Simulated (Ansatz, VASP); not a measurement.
## One calculation of PtSe2, two programs

```xyz
3
Lattice="3.7300 0.0000 0.0000 -1.8650 3.2303 0.0000 0.0000 0.0000 5.2250" Properties=species:S:1:pos:R:3 pbc="T T T"
Pt    0.0000    0.0000    0.0000
Se    0.0000    2.1535    1.2953
Se    1.8650    1.0768    3.9296
```

Alike in both runs: functional r2SCAN; dispersion D3(BJ); k mesh 15 × 15 × 8; occupations gaussian, width 0.1 eV; no spin polarisation.

Ansatz relaxed the structure, and its values are those at the end. VASP's run is a single point on that final structure, the one shown.

```csv
,VASP,Ansatz
version,VASP 6.6.1,Ansatz 0.2.0
potentials or method,"VASP PAW PBE potentials, release 64 (Pt, Se), cutoff 520 eV","scalar-relativistic, plane waves, PAW"
valence electrons in the cell,22,50
```

```csv
,VASP,Ansatz,Ansatz less VASP
gap on the k mesh at the Fermi level (eV),none,none,-
pressure (GPa),0.1,0.0,-0.07
rms of the force components (eV/Å),0.007,0.000,-0.0064
```

VASP's potentials were made for PBE, not for r2SCAN. A gap of «none» marks a metal or a gap that the smearing closes. VASP's potentials hold 22 valence electrons a cell and Ansatz's 50, so a difference there can come from the potentials and not from the codes. Ansatz's warnings: dispersion damping borrowed.

Spin-orbit coupling is off throughout.
